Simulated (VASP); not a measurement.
# FeO: single point with PBE

The system is FeO.

```
CELL_PARAMETERS angstrom
0.00000 2.05874 2.05874
2.05874 0.00000 2.05874
2.05874 2.05874 0.00000
ATOMIC_POSITIONS crystal
Fe 0.00000 0.00000 0.00000
O 0.50000 0.50000 0.50000
```

- Program: VASP 6.6.1
- Task: single point
- Functional: PBE
- Potentials or basis: VASP PAW PBE potentials, release 64 (Fe_sv, O_h)
- Cutoff: 1340 eV
- k mesh: 14 × 14 × 14
- Occupations: gaussian, width 0.05 eV
- Spin: no spin polarisation
- Dipole correction: no
- Further INCAR settings: ALGO = Normal; EDIFF = 1e-06; NBANDS = 18

```
Pressure               : -5.0 GPa
Band gap on the k mesh : zero (bands 11 and 12 overlap by 1.06 eV)
```

Levels at points of the mesh, in eV from the Fermi level:
```tsv
k point	band 8	band 9	band 10	band 11	band 12	band 13	band 14	band 15
(0.00, 0.00, 0.00)	-4.25	-1.63	-1.63	-1.63	-1.02	-1.02	1.73	16.46
(0.50, 0.00, 0.00)	-6.55	-0.37	-0.37	-0.07	2.12	2.12	5.23	10.65
(0.50, 0.50, 0.00)	-5.47	-3.13	-0.42	0.04	0.04	0.28	7.64	10.19
```

Run time: 80 s on 1 thread of AMD EPYC 9R45 (Zen 5), on a shared host, peak memory 0.25 GiB.

Caveat: the cell stands under tension; the run has no spin polarisation, though such a crystal can be magnetic; semilocal functionals often make such compounds metallic where correlation or magnetic order opens a gap, which also shifts bond lengths. With open d or f shells a metallic result of PBE can be an artefact of self-interaction; +U or a hybrid may open a gap.
